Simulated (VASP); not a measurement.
# FeO (Fm-3m) in VASP: settings compared

Aim: see how the results for FeO move with the level of theory and the settings. Levels: PBE, LDA, PBEsol, RPBE. Tasks: single point.

Program: VASP 6.6.1. These are calculated values, not measurements. Logs are shortened: lines on timing, memory, paths and dates and some standing lists are left out, and cuts for length are marked.

**Measured values to compare with.**

From “W\"ustite: Electric, thermodynamic and optical properties of FeO”, 2012, arxiv:1203.1201, for a bulk crystal of FeO: band gap 2.4 eV (optical).

How close the calculation comes is told below.

### 1 The cell of the first run

It takes space group Fm-3m (No. 225, cubic). The conventional cell has a = 4.311 Å, b = 4.311 Å, c = 4.311 Å, α = 90.00°, β = 90.00°, γ = 90.00°. Fe (site symmetry m-3m) has 6 O at 2.16 Å within 2.9 Å. O (site symmetry m-3m) has 6 Fe at 2.16 Å within 2.9 Å.

### 2 Single point, PBE, collinear spin, ferromagnetic start

The input, INCAR:

```
ALGO = Normal
EDIFF = 1E-6
ENCUT = 520
GGA = PE
ISIF = 2
ISMEAR = -1
ISPIN = 2
LASPH = True
LCHARG = True
LELF = True
LMAXMIX = 4
LORBIT = 11
LREAL = False
LVHAR = True
LWAVE = False
MAGMOM = 4.5 0
NBANDS = 18
NELM = 150
PREC = Accurate
SIGMA = 0.05
```

The input, KPOINTS:

```
k-points
0
Gamma
  11 11 11
```

The input, POSCAR:

```
FeO
1.0
    0.0000000000      2.1554001600      2.1554001600
    2.1554001600      0.0000000000      2.1554001600
    2.1554001600      2.1554001600      0.0000000000
Fe O
1 1
Direct
    0.0000000000      0.0000000000      0.0000000000
    0.5000000000      0.5000000000      0.5000000000
```

Potentials or basis: VASP PAW PBE potentials, release 64 (Fe, O).

Run with:

```bash
> cat potpaw_PBE.64/Fe/POTCAR potpaw_PBE.64/O/POTCAR > POTCAR
> mpirun -np 1 vasp_std > vasp.out
```

OUTCAR:

```text
EDIFF = 1E-6
   ENCUT = 520
   GGA = PE
   ISIF = 2
   ISMEAR = -1
   ISPIN = 2
   LASPH = True
   LORBIT = 11
   LREAL = False
   NELM = 150
   PREC = Accurate

 ion  position               nearest neighbor table
   1  0.000  0.000  0.000-   2 2.16   2 2.16   2 2.16   2 2.16   2 2.16   2 2.16
   2  0.500  0.500  0.500-   1 2.16   1 2.16   1 2.16   1 2.16   1 2.16   1 2.16

  LATTYP: Found a face centered cubic cell.
 ALAT       =     4.3108003200

  Lattice vectors:

 A1 = (   0.0000000000,   2.1554001600,   2.1554001600)
 A2 = (   2.1554001600,   0.0000000000,   2.1554001600)
 A3 = (   2.1554001600,   2.1554001600,   0.0000000000)

Analysis of symmetry for initial positions (statically):
=====================================================================
 Subroutine PRICEL returns:
 Original cell was already a primitive cell.

 Routine SETGRP: Setting up the symmetry group for a
 face centered cubic supercell.

 Subroutine GETGRP returns: Found 48 space group operations
 (whereof 48 operations were pure point group operations)
 out of a pool of 48 trial point group operations.

The static configuration has the point symmetry O_h .

Analysis of symmetry for dynamics (positions and initial velocities):
=====================================================================
 Subroutine PRICEL returns:
 Original cell was already a primitive cell.

 Routine SETGRP: Setting up the symmetry group for a
 face centered cubic supercell.

 Subroutine GETGRP returns: Found 48 space group operations
 (whereof 48 operations were pure point group operations)
 out of a pool of 48 trial point group operations.

The dynamic configuration has the point symmetry O_h .

Analysis of structural, dynamic, and magnetic symmetry:
=====================================================================
 Subroutine PRICEL returns:
 Original cell was already a primitive cell.

 Routine SETGRP: Setting up the symmetry group for a
 face centered cubic supercell.

 Subroutine GETGRP returns: Found 48 space group operations
 (whereof 48 operations were pure point group operations)
 out of a pool of 48 trial point group operations.

The overall configuration has the point symmetry O_h .

 Subroutine INISYM returns: Found 48 space group operations
 (whereof 48 operations are pure point group operations),
 and found     1 'primitive' translations

----------------------------------------------------------------------------------------

[... 113 lines left out ...]
  volume/ion in A,a.u.               =      10.01        67.57
  Fermi-wavevector in a.u.,A,eV,Ry     =   1.452935  2.745650 28.722183  2.111021
  Thomas-Fermi vector in A             =   2.570260
   LORBIT       =     11    0 simple, 1 ext, 2 COOP (PROOUT), +10 PAW based schemes
   GGA     = PE    functional components
   LHFCALC =     F    Hartree Fock is set to
   AEXX    =    0.0000 exact exchange contribution
   IVDW    =     0    specifies the selected vdW correction
   LEPSILON=     F    determine dielectric tensor
   LRPA    =     F    only Hartree local field effects (RPA)
 spin polarized calculation
  energy-cutoff  :      520.00
  volume of cell :       20.03
 maximum number of plane-waves:       556
   NGX = 11   NGY = 11   NGZ = 11

 number of electron      13.9999999 magnetization       3.9990981

 Free energy of the ion-electron system (eV)
  ---------------------------------------------------
  ext. energy  EPLUGINS =         0.00000000
  ---------------------------------------------------
  free energy    TOTEN  =       -14.93593278 eV

  energy without entropy =      -14.92403858  energy(sigma->0) =      -14.92998568

 E-fermi :   6.2003     XC(G=0): -12.1637

 val. band max:        6.1962272357   @ k =  -0.2727   0.3636   0.0909
 cond. band min:       6.2017488503   @ k =  -0.3636   0.2727   0.0909
 fundamental gap:      0.0055216146
 Fermi energy:         6.2002674293

 spin component 1

 k-point     1 :       0.0000    0.0000    0.0000
  band No.  band energies     occupation
      1     -14.5196      1.00000
      2       2.3306      1.00000
      3       2.3306      1.00000
      4       2.3306      1.00000
      5       2.4058      1.00000
      6       2.4058      1.00000
[... 493 lines left out ...]
     17      32.7143      0.00000
     18      34.4737      0.00000

 [... further k-points ...]

 spin component 2

 k-point     1 :       0.0000    0.0000    0.0000
  band No.  band energies     occupation
      1     -13.9876      1.00000
      2       2.9633      1.00000
      3       2.9633      1.00000
      4       2.9633      1.00000
      5       5.4681      1.00000
      6       5.4684      1.00000
[... 493 lines left out ...]
     17      33.4972      0.00000
     18      35.2282      0.00000

 [... further k-points ...]

------------------------ aborting loop because EDIFF is reached ----------------------------------------

  FORCE on cell =-STRESS in cart. coord.  units (eV):
  Direction    XX          YY          ZZ          XY          YZ          ZX
  --------------------------------------------------------------------------------------
  -------------------------------------------------------------------------------------
  Total       -0.0284827     -0.0284827     -0.0284827      0.0000000     -0.0000000      0.0000000
  in kB       -2.2786491     -2.2786491     -2.2786491      0.0000000     -0.0000000      0.0000000
  external PRESSURE =      -2.2786491 kB  Pullay stress =       0.0000000 kB

 VOLUME and BASIS-vectors are now :
 -----------------------------------------------------------------------------
  energy-cutoff  :      520.00
  volume of cell :       20.03
      direct lattice vectors                 reciprocal lattice vectors
     0.000000000  2.155400160  2.155400160    -0.231975486  0.231975486  0.231975486
     2.155400160  0.000000000  2.155400160     0.231975486 -0.231975486  0.231975486
     2.155400160  2.155400160  0.000000000     0.231975486  0.231975486 -0.231975486

 POSITION                                       TOTAL-FORCE (eV/Angst)
 -----------------------------------------------------------------------------------
      0.00000      0.00000      0.00000        -0.000000     -0.000000     -0.000000
      2.15540      2.15540      2.15540         0.000000      0.000000      0.000000
 -----------------------------------------------------------------------------------
    total drift:                                0.000000     -0.000000      0.000000

  FREE ENERGIE OF THE ION-ELECTRON SYSTEM (eV)
  ---------------------------------------------------
  free  energy   TOTEN  =       -14.9359327841 eV

  energy  without entropy=      -14.9240385786  energy(sigma->0) =      -14.92998568

 total charge

# of ion       s       p       d       tot
------------------------------------------
    1        0.287   0.358   6.086   6.731
    2        1.556   3.438   0.000   4.994
--------------------------------------------------
tot          1.844   3.796   6.086  11.725

 magnetization (x)

# of ion       s       p       d       tot
------------------------------------------
    1        0.027   0.021   3.570   3.618
    2        0.030   0.272   0.000   0.302
--------------------------------------------------
tot          0.057   0.293   3.570   3.920
```

It took 1.9 min on 1 thread of Intel Xeon 6975P-C, shared host; peak memory 0.17 GiB.

What came out:

* Free energy: -14.9359 eV
* Pressure: -0.2 GPa
* Band gap on the k mesh: zero (filled and empty bands overlap)
* Net moment: 4.00 μB per cell
* Site moments: Fe +3.62; O +0.30 μB
* Valence electrons inside the program's atomic spheres: Fe 6.73; O 4.99

Levels at points of the mesh, in eV from the Fermi level:
Spin up:
```
           k point  band 7  band 8  band 9  band 10  band 11  band 12
(0.00, 0.00, 0.00)   -3.79   -3.67   -3.67     0.09    15.47    17.04
```
Spin down:
| k point | band 2 | band 3 | band 4 | band 5 | band 6 | band 7 | band 8 | band 9 |
| --- | --- | --- | --- | --- | --- | --- | --- | --- |
| (0.00, 0.00, 0.00) | -3.24 | -3.24 | -3.24 | -0.73 | -0.73 | -0.73 | 0.20 | 0.20 |

Caveat: a cell with one magnetic atom can't hold antiferromagnetic order, which such compounds often take; semilocal functionals often make such compounds metallic where correlation or magnetic order opens a gap, which also shifts bond lengths.

(Continued in part 2 of 3.)
